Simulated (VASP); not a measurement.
# PbS: single point with r2SCAN

Crystal: PbS.

```
CELL_PARAMETERS angstrom
0.00000 3.04582 3.04582
3.04582 0.00000 3.04582
3.04582 3.04582 0.00000
ATOMIC_POSITIONS crystal
Pb 0.00000 0.00000 0.00000
S 0.50000 0.50000 0.50000
```

This cell differs from its parent crystal: volume changed by +6%.

```
Program                : VASP 6.6.1
Task                   : single point
Functional             : r2SCAN
Potentials or basis    : VASP PAW PBE potentials, release 64 (Pb_d, S)
Cutoff                 : 520 eV
k mesh                 : 6 × 6 × 6
Occupations            : gaussian, width 0.01 eV
Spin                   : no spin polarisation
Dipole correction      : no
Further INCAR settings : ALGO = Normal; EDIFF = 1e-06; NBANDS = 17
```

- Pressure: -3.0 GPa
- Band gap on the k mesh: 0.89 eV, direct

Levels at points of the mesh, in eV from the valence-band top:
```csv
k point,band 6,band 7,band 8,band 9,band 10,band 11,band 12,band 13,band 14,band 15
"(0.00, 0.00, 0.00)",-13.42,-6.18,-1.85,-1.85,-1.85,5.39,5.39,5.39,7.41,7.41
"(0.50, 0.00, 0.00)",-12.36,-8.58,-1.51,-1.51,0.00,0.89,2.43,2.43,9.12,10.82
"(0.50, 0.50, 0.00)",-12.03,-7.18,-4.62,-3.01,-3.01,4.56,5.79,5.85,5.85,11.72
```

Wall time 2.7 min on 1 thread of AMD EPYC 7R13 (shared host), peak memory 0.16 GiB.

Caveat: the PAW data sets were made with another functional, which shifts forces and pressure a little; spin-orbit coupling is left out, which moves the levels of the heavy elements. A k mesh can miss the band edges.
